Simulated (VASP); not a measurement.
A run of VASP 6.6.1 is set up as follows.

INCAR

```
PREC     = Accurate       # precision mode
ENCUT    = 520            # plane-wave cutoff, eV
EDIFF    = 1E-6           # SCF threshold, eV
ISMEAR   = 0              # smearing method
SIGMA    = 0.02           # smearing width, eV
LREAL    = False          # projectors in reciprocal space
LASPH    = True           # aspherical terms in the spheres
NELM     = 60             # most SCF steps
ALGO     = Normal         # electronic algorithm
ISIF     = 2              # what is computed and relaxed
LWAVE    = False          # write WAVECAR
LCHARG   = False          # write CHGCAR
GGA      = PS             # functional
NBANDS   = 26             # bands
```

The input KPOINTS:

```
Automatic mesh
0
Gamma
  12 12 4
```

Contents of POSCAR:

```
SiC
1.0
    3.0780369139      0.0000000000      0.0000000000
   -1.5390184569      2.6656581612      0.0000000000
    0.0000000000      0.0000000000     10.0756977036
Si C
4 4
Direct
    0.6666666667      0.3333333333      0.9378298151
    0.3333333333      0.6666666667      0.4378298151
    0.0000000000      0.0000000000      0.6878977744
    0.0000000000      0.0000000000      0.1878977744
    0.6666666667      0.3333333333      0.7498180129
    0.3333333333      0.6666666667      0.2498180129
    0.0000000000      0.0000000000      0.5004533977
    0.0000000000      0.0000000000      0.0004533977
```

Potentials or basis: VASP PAW PBE potentials, release 64 (Si, C).

Command:

```bash
$ cat potpaw_PBE.64/Si/POTCAR potpaw_PBE.64/C/POTCAR > POTCAR
$ mpirun -np 1 vasp_std > vasp.out
```

Q: Predict the band gap on the k mesh.

A: 2.11 eV (least direct gap 3.23 eV).

Q: What does it give for the largest force?

A: 0.004 eV/Å.

Forces on the atoms (eV/Å):
```
Si   0.000  0.000  0.003
Si   0.000  0.000  0.003
Si   0.000  0.000  0.003
Si   0.000  0.000  0.003
C    0.000  0.000 -0.004
C    0.000  0.000 -0.004
C    0.000  0.000 -0.002
C    0.000  0.000 -0.002
```

Caveat: the PAW data sets were made with another functional, which shifts forces and pressure a little. A k mesh can miss the band edges.
